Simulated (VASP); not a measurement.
A run of VASP 6.6.1 is set up as follows.

The input POSCAR:

```
ZnS
1.0
    2.6047184253      2.6047184253      0.0000000000
   -2.6047184253      2.6047184253      0.0000000000
    0.0000000000      2.6047184253      2.6047184253
Zn S
1 1
Direct
    0.7500000000      0.2500000000      0.5000000000
    0.0000000000      0.0000000000      0.0000000000
```

Contents of INCAR.step1:

```
SYSTEM = ZnS
PREC = Accurate
ENCUT = 520
ISMEAR = 0
SIGMA = 0.01
LREAL = .False.
LASPH = .True.
NELM = 80
NBANDS = 16
GGA = PE
ALGO = Normal
EDIFF = 1E-4
LWAVE = .True.
LCHARG = .False.
```

INCAR.step2

```
SYSTEM = ZnS
PREC = Accurate
ENCUT = 520
EDIFF = 1E-6
ISMEAR = 0
SIGMA = 0.01
LREAL = .False.
LASPH = .True.
NELM = 80
ALGO = Normal
ISIF = 2
LWAVE = .False.
LCHARG = .True.
METAGGA = R2SCAN
LMIXTAU = .True.
LELF = .True.
LVHAR = .True.
NBANDS = 16
ISTART = 1
```

KPOINTS

```
regular mesh
0
Gamma
  8 8 8
  0 0 0
```

Potentials or basis: VASP PAW PBE potentials, release 64 (Zn, S).

Launch:

```console
$ cat potpaw_PBE.64/Zn/POTCAR potpaw_PBE.64/S/POTCAR > POTCAR
$ cp INCAR.step1 INCAR
$ mpirun -np 1 vasp_std > vasp.out
$ cp INCAR.step2 INCAR
$ mpirun -np 1 vasp_std > vasp.out
```

(1) What does it give for the band gap on the k mesh?

(2) Estimate the pressure.

Answers

(1) 3.20 eV.

(2) 10.0 GPa.

Caveat: the cell stands under pressure; the PAW data sets were made with another functional, which shifts forces and pressure a little.
